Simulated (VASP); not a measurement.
Write the native input for VASP 6.6.1 that does the following.

| Item | Value |
| --- | --- |
| Task | single point |
| Functional | PBEsol |
| Potentials or basis | VASP PAW PBE potentials, release 64 (Co, Si) |
| Cutoff | 520 eV |
| k mesh | 9 × 7 × 1 |
| Occupations | gaussian, width 0.1 eV |
| Spin | no spin polarisation |
| Dipole correction | yes |
| Further INCAR settings | LREAL = Auto; ALGO = Fast; EDIFF = 1e-07; NBANDS = 66 |

The structure of CoSi2 lies in POSCAR:

```
CoSi2
1.0
    3.7565103887      0.0000000000      0.0000000000
    0.0000000000      5.3125079389      0.0000000000
    0.0000000000      0.0000000000     24.3912759718
Co Si
6 12
Direct
    0.5000000000      0.5000000000      0.3070980835
    0.0000000000      0.0000000000      0.3854026803
    0.5000000000      0.5000000000      0.4612022560
    0.0000000000      0.0000000000      0.5387977470
    0.5000000000      0.5000000000      0.6145973065
    0.0000000000      0.0000000000      0.6929019119
    0.0000000000      0.7473744606      0.3104569857
    0.0000000000      0.2526255394      0.3104569857
    0.5000000000      0.2515188090      0.3839254959
    0.5000000000      0.7484811910      0.3839254959
    0.0000000000      0.7484948834      0.4620736232
    0.0000000000      0.2515051166      0.4620736232
    0.5000000000      0.2484949709      0.5379263873
    0.5000000000      0.7515050291      0.5379263873
    0.0000000000      0.7515187979      0.6160745008
    0.0000000000      0.2484812021      0.6160745008
    0.5000000000      0.2473744304      0.6895430146
    0.5000000000      0.7526255696      0.6895430146
```

These files were run (other wordings do the same):

INCAR

```
ALGO = Fast ; DIPOL = 0.5 0.5 0.500
EDIFF = 1E-7 ; ENCUT = 520
GGA = PS ; IDIPOL = 3
ISIF = 2 ; ISMEAR = 0
LASPH = True ; LCHARG = False
LDIPOL = True ; LREAL = Auto
LWAVE = False ; NBANDS = 66
NELM = 60 ; PREC = Accurate
SIGMA = 0.1
```

KPOINTS

```
k-points
0
Gamma
  9 7 1
```

Potentials or basis: VASP PAW PBE potentials, release 64 (Co, Si).

The run is started by

```sh
$ cat potpaw_PBE.64/Co/POTCAR potpaw_PBE.64/Si/POTCAR > POTCAR
$ mpirun -np 1 vasp_std > vasp.out
```

It gave:

```
Largest force          : 0.027 eV/Å
Band gap on the k mesh : zero (bands 51 and 52 overlap by 1.35 eV)
```

Caveat: the PAW data sets were made with another functional, which shifts forces and pressure a little; the run has no spin polarisation, though such a crystal can be magnetic.

Wall time 37 min on 1 thread of Oxide Virtual Turin-like Processor, on a shared host, peak memory 0.67 GiB.
